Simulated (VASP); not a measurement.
Runs of VASP 6.6.1 on V. The structure is cubic, space group Im-3m (No. 229). The conventional cell has a = 3.026 Å, b = 3.026 Å, c = 3.026 Å, α = 90.00°, β = 90.00°, γ = 90.00°. Within 3.5 Å of V (site symmetry m-3m) lie 14 V at 2.62 to 3.03 Å. 

```tsv
level	potentials or basis	spin	U	k mesh	smearing	gap on the mesh (eV)	pressure (GPa)	moment (μB)
PBEsol	VASP PAW PBE potentials, release 64 (V_sv)	collinear, ferromagnetic start	-	6 × 6 × 6	methfessel-paxton 0.03 eV	none	-10.3	(a)
PBE	VASP PAW PBE potentials, release 64 (V_sv)	collinear, ferromagnetic start	-	6 × 6 × 6	gaussian 0.1 eV	none	-3.6	0.62
PBE	VASP PAW PBE potentials, release 64 (V_sv)	collinear, ferromagnetic start	-	6 × 6 × 6	methfessel-paxton 0.0096 eV	none	(c)	0.64
LDA	VASP PAW LDA potentials, release 64 (V_sv)	collinear, ferromagnetic start	-	3 × 3 × 3	tetrahedron	none	-19.5	0.06
BLYP	VASP PAW PBE potentials, release 64 (V_sv)	collinear, ferromagnetic start	-	2 × 2 × 2, shifted	methfessel-paxton 0.136057 eV	none	6.1	0.92
PBE	VASP PAW PBE potentials, release 64 (V_sv)	non-collinear, zero start, SOC	-	6 × 6 × 6	gaussian 0.1 eV	-	(b)	0.00
LDA+U	VASP PAW LDA potentials, release 64 (V_sv)	collinear, ferromagnetic start	V d U = 3.6 eV	6 × 6 × 6	gaussian 0.1 eV	none	-4.7	0.78
PBE+U	VASP PAW PBE potentials, release 64 (V_sv)	collinear, ferromagnetic start	V d U = 0.61 eV	4 × 4 × 4	gaussian 0.1 eV	none	-4.4	0.00
```

Alike in all rows: task single point; cell as given; cutoff (eV) 500.

Problem. Estimate the missing entries.

Solution. (a) 0.63; (b) -3.0; (c) -3.8.

Caveats: all runs use coarse meshes; the PAW data sets were made with another functional, which shifts forces and pressure a little (some runs); the U is typed as a test and isn't derived for this compound (some runs); tetrahedron occupations give inexact forces and stress in metals (some runs).

A gap of «none» marks levels without a gap at the run's occupations.
